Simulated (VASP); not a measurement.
NaH:

```
Na H
1.0
     0.00000    2.59692    2.59692
     2.59692    0.00000    2.59692
     2.59692    2.59692    0.00000
Na H
1 1
Direct
  0.00000 0.00000 0.00000
  0.25000 0.25000 0.25000
```

Base run:

| Quantity | Value |
| --- | --- |
| Program | VASP 6.6.1 |
| Functional | r2SCAN |
| Potentials or basis | VASP PAW PBE potentials, release 64 (Na_pv, H) |
| Cutoff | 520 eV |
| k mesh | 6 × 6 × 6 |
| Occupations | gaussian, width 0.01 eV |
| Spin | no spin polarisation |

Its results: band gap on the k mesh 4.07 eV, indirect (least direct gap 4.74 eV); pressure -0.1 GPa.

Problem. After a change of settings the same cell gave: band gap on the k mesh 3.61 eV, indirect (least direct gap 4.32 eV); pressure 0.2 GPa. Which change was it?
A. functional from r2SCAN to HSE06; further incar settings from ALGO = Normal; EDIFF = 1e-07; NBANDS = 11 to ALGO = Normal; EDIFF = 1e-06; NBANDS = 11
B. functional from r2SCAN to PBE; k mesh from 6 × 6 × 6 to 8 × 8 × 8
C. functional from r2SCAN to PBE0; further incar settings from ALGO = Normal; EDIFF = 1e-07; NBANDS = 11 to ALGO = Normal; EDIFF = 1e-06; NBANDS = 11

Solution. B.

Caveats: the PAW data sets were made with another functional, which shifts forces and pressure a little (some runs).
